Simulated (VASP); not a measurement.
# Ga5As2P3 (P1) in VASP: single point with PBE

Aim: the single point of Ga5As2P3 with PBE.

All numbers are computed with VASP 6.6.1; they aren't measurements. Logs are shortened: lines on timing, memory, paths and dates and some standing lists are left out, and cuts for length are marked.

## 1. The cell of the first run

The typed cell holds 10 atoms: a = 3.981 Å, b = 3.980 Å, c = 14.164 Å, α = 98.08°, β = 98.01°, γ = 90.03°.

## 2. Single point, PBE

INCAR

```
SYSTEM = Ga5As2P3
ALGO = Normal
EDIFF = 1E-7
ENCUT = 520
GGA = PE
ISIF = 2
ISMEAR = 0
LASPH = .True.
LCHARG = .False.
LREAL = .False.
LWAVE = .False.
NBANDS = 56
NELM = 80
PREC = Accurate
SIGMA = 0.1
```

KPOINTS

```
k-points
0
Gamma
  4 4 4
  0 0 0
```

POSCAR

```
Ga5As2P3
1.0
   -0.0008724061     -3.9810440257      0.0023776364
    3.9802759323      0.0009208868     -0.0000918314
   -1.9909898810      1.9829634950     13.8821675003
Ga P As
5 3 2
Direct
    0.9029590794      0.9033459729      0.8062094396
    0.4994475278      0.4999525112      1.0000167260
    0.0968010151      0.0968479112      0.1937951097
    0.7015722585      0.7011799471      0.4027434607
    0.2987387825      0.2985832321      0.5972163189
    0.5483913901      0.0483943926      0.0968174299
    0.7502913547      0.2498502958      0.4999740890
    0.9513134749      0.4518377592      0.9032252536
    0.1495018549      0.6490949785      0.2982674037
    0.3509832619      0.8509129995      0.7017347687
```

Potentials or basis: VASP PAW PBE potentials, release 64 (Ga_d, P, As).

Launch:

```console
> cat potpaw_PBE.64/Ga_d/POTCAR potpaw_PBE.64/P/POTCAR potpaw_PBE.64/As/POTCAR > POTCAR
> mpirun -np 1 vasp_std > vasp.out
```

OUTCAR:

```text
SYSTEM = Ga5As2P3
   EDIFF = 1E-7
   ENCUT = 520
   GGA = PE
   ISIF = 2
   ISMEAR = 0
   LASPH = .True.
   LREAL = .False.
   NELM = 80
   PREC = Accurate

 ion  position               nearest neighbor table
   1  0.903  0.903  0.806-   8 2.40   8 2.40  10 2.46  10 2.46
   2  0.499  0.500  0.000-   8 2.40   6 2.40   6 2.40   8 2.40
   3  0.097  0.097  0.194-   6 2.40   6 2.40   9 2.46   9 2.46
   4  0.702  0.701  0.403-   7 2.40   7 2.40   9 2.46   9 2.46
   5  0.299  0.299  0.597-   7 2.40   7 2.41  10 2.46  10 2.46
   6  0.548  0.048  0.097-   2 2.40   2 2.40   3 2.40   3 2.40
   7  0.750  0.250  0.500-   5 2.40   4 2.40   4 2.40   5 2.41
   8  0.951  0.452  0.903-   2 2.40   2 2.40   1 2.40   1 2.40
   9  0.150  0.649  0.298-   4 2.46   3 2.46   3 2.46   4 2.46
  10  0.351  0.851  0.702-   1 2.46   5 2.46   5 2.46   1 2.46

  LATTYP: Found a triclinic cell.
 ALAT       =    15.2376874579
 B/A-ratio  =     0.2612630586
 C/A-ratio  =     0.2612126053
 COS(alpha) =     0.0004505163
 COS(beta)  =     0.1306771938
 COS(gamma) =     0.3909434315

  Lattice vectors:

 A1 = (  -1.9901584574,  -5.9649284075, -13.8796980325)
 A2 = (  -0.0008724061,  -3.9810440257,   0.0023776364)
 A3 = (  -3.9802759323,  -0.0009208868,   0.0000918314)

Analysis of symmetry for initial positions (statically):
=====================================================================
 Subroutine PRICEL returns:
 Original cell was already a primitive cell.

 Routine SETGRP: Setting up the symmetry group for a
 triclinic supercell.

 Subroutine GETGRP returns: Found  1 space group operations
 (whereof  1 operations were pure point group operations)
 out of a pool of  2 trial point group operations.

The static configuration has the point symmetry C_1 .

Analysis of symmetry for dynamics (positions and initial velocities):
=====================================================================
 Subroutine PRICEL returns:
 Original cell was already a primitive cell.

 Routine SETGRP: Setting up the symmetry group for a
 triclinic supercell.

 Subroutine GETGRP returns: Found  1 space group operations
 (whereof  1 operations were pure point group operations)
 out of a pool of  2 trial point group operations.

The dynamic configuration has the point symmetry C_1 .

 Subroutine INISYM returns: Found  1 space group operations
 (whereof  1 operations are pure point group operations),
 and found     1 'primitive' translations

----------------------------------------------------------------------------------------

                                     Primitive cell

  volume of cell :     219.9901

  direct lattice vectors                    reciprocal lattice vectors
    -0.000872406 -3.981044026  0.002377636     0.000058939 -0.251168970  0.035886056
     3.980275932  0.000920887 -0.000091831     0.251239702 -0.000033534  0.036037759
    -1.990989881  1.982963495 13.882167500     0.000001652  0.000043018  0.072028953

  length of vectors
     3.981044831  3.980276040 14.163712770     0.253719656  0.253811168  0.072028966

  position of ions in fractional coordinates (direct lattice)
     0.902959079  0.903345973  0.806209440
     0.499447528  0.499952511  0.000016726
     0.096801015  0.096847911  0.193795110
     0.701572259  0.701179947  0.402743461
     0.298738783  0.298583232  0.597216319
     0.548391390  0.048394393  0.096817430
     0.750291355  0.249850296  0.499974089
     0.951313475  0.451837759  0.903225254
     0.149501855  0.649094979  0.298267404
     0.350983262  0.850912999  0.701734769

  ion indices of the primitive-cell ions
   primitive index   ion index
                 1           1
                 2           2
                 3           3
                 4           4
                 5           5
                 6           6
                 7           7
                 8           8
                 9           9
                10          10

----------------------------------------------------------------------------------------

 KPOINTS: k-points

Automatic generation of k-mesh.
 Grid dimensions read from file:
 generate k-points for:    4    4    4

 Generating k-lattice:

  Cartesian coordinates                     Fractional coordinates (reciprocal lattice)
     0.000014735 -0.062792242  0.008971514     0.250000000 -0.000000000  0.000000000
     0.062809926 -0.000008383  0.009009440    -0.000000000  0.250000000 -0.000000000
     0.000000413  0.000010755  0.018007238    -0.000000000  0.000000000  0.250000000

  Length of vectors
     0.063429914  0.063452792  0.018007241

  Shift w.r.t. Gamma in fractional coordinates (k-lattice)
     0.000000000  0.000000000  0.000000000

 Subroutine IBZKPT returns following result:
 ===========================================

 Found     36 irreducible k-points:

 Following reciprocal coordinates:
            Coordinates               Weight
  0.000000  0.000000  0.000000      1.000000
  0.250000  0.000000  0.000000      2.000000
  0.500000  0.000000  0.000000      1.000000
  0.000000  0.250000  0.000000      2.000000
  0.250000  0.250000  0.000000      2.000000
  0.500000  0.250000  0.000000      2.000000
[... 16 lines left out ...]
  0.000000 -0.250000  0.250000      2.000000
  0.250000 -0.250000  0.250000      2.000000
 [... further k-points ...]
   k-points           NKPTS =     36   k-points in BZ     NKDIM =     36   number of bands    NBANDS=     56
   number of dos      NEDOS =    301   number of ions     NIONS =     10
   total plane-waves  NPLWV =  97200
   dimension x,y,z NGX =    30 NGY =   30 NGZ =  108
   dimension x,y,z NGXF=    60 NGYF=   60 NGZF=  216
   ions per type =               5   3   2
   NGX,Y,Z   is equivalent  to a cutoff of  12.53, 12.53, 12.68 a.u.
   NGXF,Y,Z  is equivalent  to a cutoff of  25.06, 25.06, 25.35 a.u.
 SYSTEM =  Ga5As2P3
   PREC   = accura    normal or accurate (medium, high low for compatibility)
   ISTART =      0    job   : 0-new  1-cont  2-samecut
   ICHARG =      2    charge: 1-file 2-atom 10-const
   ISPIN  =      1    spin polarized calculation?
   LNONCOLLINEAR =      F non collinear calculations
   LSORBIT =      F    spin-orbit coupling
   LASPH  =      T    aspherical Exc in radial PAW
   ENCUT  =  520.0 eV  38.22 Ry    6.18 a.u.   7.40  7.40 26.34*2*pi/ulx,y,z
   NELM   =     80;   NELMIN=  2; NELMDL= -5     # of ELM steps
   EDIFF  = 0.1E-06   stopping-criterion for ELM
   LREAL  =      F    real-space projection
   EDIFFG = 0.1E-05   stopping-criterion for IOM
   NSW    =      0    number of steps for IOM
   IBRION =     -1    ionic relax: 0-MD 1-quasi-New 2-CG
   NFREE  =      0    steps in history (QN), initial steepest desc. (CG)
   ISIF   =      2    stress and relaxation
   ISYM   =      2    0-nonsym 1-usesym 2-fastsym
   POTIM  = 0.5000    time-step for ionic-motion
   TEBEG  =    0.0;   TEEND  =   0.0 temperature during run
   PSTRESS=    0.0 pullay stress
   NELECT =      90.0000    total number of electrons
   NUPDOWN=      -1.0000    fix difference up-down
   EMIN   =  10.00;   EMAX   =-10.00  energy-range for DOS
   EFERMI =   0.00;   METHOD = LEGACY
   ISMEAR =     0;   SIGMA  =   0.10  broadening in eV -4-tet -1-fermi 0-gaus
   EFERMI_NEDOS =   21; number of points for ismear=-14 and -15
   IALGO  =     38    algorithm
   IMIX   =      4    mixing-type and parameters
     AMIX     =   0.40;   BMIX     =  1.00
     AMIX_MAG =   1.60;   BMIX_MAG =  1.00
  volume/ion in A,a.u.               =      22.00       148.46
  Fermi-wavevector in a.u.,A,eV,Ry     =   1.215313  2.296608 20.095596  1.476985
  Thomas-Fermi vector in A             =   2.350704
   LORBIT       =      0    0 simple, 1 ext, 2 COOP (PROOUT), +10 PAW based schemes
   GGA     = PE    functional components
   LHFCALC =     F    Hartree Fock is set to
   AEXX    =    0.0000 exact exchange contribution
   IVDW    =     0    specifies the selected vdW correction
   LEPSILON=     F    determine dielectric tensor
   LRPA    =     F    only Hartree local field effects (RPA)
 non-spin polarized calculation
 Gauss-broadening in eV      SIGMA  =   0.10
  energy-cutoff  :      520.00
  volume of cell :      219.99
 maximum number of plane-waves:      5987
 NGX is ok and might be reduce to    30
   NGX = 15   NGY = 15   NGZ = 53

 number of electron      89.9999948 magnetization

 Free energy of the ion-electron system (eV)
  ---------------------------------------------------
  ext. energy  EPLUGINS =         0.00000000
  ---------------------------------------------------
  free energy    TOTEN  =       -43.60757845 eV

  energy without entropy =      -43.60757845  energy(sigma->0) =      -43.60757845

 E-fermi :   4.4597     XC(G=0):  -9.5532

 val. band max:        4.0235582951   @ k =   0.0000   0.0000   0.0000
 cond. band min:       4.9464528482   @ k =   0.0000   0.0000   0.0000
 fundamental gap:      0.9228945531
 Fermi energy:         4.4597221397

 k-point     1 :       0.0000    0.0000    0.0000
  band No.  band energies     occupation
      1     -10.7278      2.00000
      2     -10.7042      2.00000
      3     -10.6625      2.00000
      4     -10.6560      2.00000
      5     -10.6455      2.00000
      6     -10.6454      2.00000
[... 48 lines left out ...]
     55       7.8176      0.00000
     56       7.8183      0.00000

 k-point     2 :       0.2500    0.0000    0.0000
  band No.  band energies     occupation
      1     -10.7186      2.00000
      2     -10.6967      2.00000
      3     -10.6796      2.00000
      4     -10.6705      2.00000
      5     -10.6528      2.00000
      6     -10.6419      2.00000
[... 48 lines left out ...]
     55       8.5887      0.00000
     56       8.6857      0.00000
[... 1237 lines left out ...]
     55       8.5938      0.00000
     56       8.6879      0.00000

 k-point    24 :       0.2500   -0.2500    0.2500
  band No.  band energies     occupation
      1     -10.7184      2.00000
      2     -10.7011      2.00000
      3     -10.6940      2.00000
      4     -10.6858      2.00000
      5     -10.6732      2.00000
      6     -10.6307      2.00000
[... 48 lines left out ...]
     55       9.2128      0.00000
     56       9.3439      0.00000

 [... further k-points ...]
[... 5 lines left out ...]
  --------------------------------------------------------------------------------------
  -------------------------------------------------------------------------------------
  Total        0.1076584      0.0742446     -0.0134663     -0.0221152      0.0886686      0.0080143
  in kB        0.7840708      0.5407196     -0.0980745     -0.1610641      0.6457692      0.0583679
  external PRESSURE =       0.4089053 kB  Pullay stress =       0.0000000 kB

 VOLUME and BASIS-vectors are now :
 -----------------------------------------------------------------------------
  energy-cutoff  :      520.00
  volume of cell :      219.99
      direct lattice vectors                 reciprocal lattice vectors
    -0.000872406 -3.981044026  0.002377636     0.000058939 -0.251168970  0.035886056
     3.980275932  0.000920887 -0.000091831     0.251239702 -0.000033534  0.036037759
    -1.990989881  1.982963495 13.882167500     0.000001652  0.000043018  0.072028953

 POSITION                                       TOTAL-FORCE (eV/Angst)
 -----------------------------------------------------------------------------------
      1.98962     -1.99520     11.19400        -0.000502     -0.000658      0.007786
      1.98948     -1.98783      0.00137         0.001668     -0.002929     -0.000947
     -0.00045     -0.00099      2.69052        -0.000340      0.002416     -0.008185
      1.98842     -1.99372      5.59256         0.001334      0.000155      0.017323
     -0.00087     -0.00476      8.29134         0.000185      0.001857     -0.017388
     -0.00062     -1.99114      1.34534        -0.000772     -0.000955      0.018538
     -0.00162     -1.99528      6.94249         0.000478      0.000364      0.002512
     -0.00070     -1.99574     12.54094        -0.001323     -0.001205     -0.019624
      1.98960     -0.00312      4.14089        -0.000138      0.001062      0.003043
      1.98942     -0.00498      9.74236        -0.000591     -0.000107     -0.003059
 -----------------------------------------------------------------------------------
    total drift:                                0.000170      0.000220      0.000036

  FREE ENERGIE OF THE ION-ELECTRON SYSTEM (eV)
  ---------------------------------------------------
  free  energy   TOTEN  =       -43.6075784537 eV

  energy  without entropy=      -43.6075784537  energy(sigma->0) =      -43.60757845
```

It took 19 min on 1 thread of Intel Xeon 8259CL, shared host; peak memory 0.52 GiB.

What came out:

| Property | Result |
| --- | --- |
| Free energy | -43.6076 eV |
| Pressure | 0.0 GPa |
| Largest force | 0.020 eV/Å |
| Band gap on the k mesh | 0.92 eV |

Forces on the atoms (eV/Å):
```
Ga  -0.001 -0.001  0.008
Ga   0.002 -0.003 -0.001
Ga   0.000  0.002 -0.008
Ga   0.001  0.000  0.017
Ga   0.000  0.002 -0.017
P   -0.001 -0.001  0.019
P    0.000  0.000  0.003
P   -0.001 -0.001 -0.020
As   0.000  0.001  0.003
As  -0.001  0.000 -0.003
```

Stress tensor (GPa, compression positive):
```
 0.08 -0.02  0.01
-0.02  0.05  0.06
 0.01  0.06 -0.01
```

A k mesh can miss the band edges.
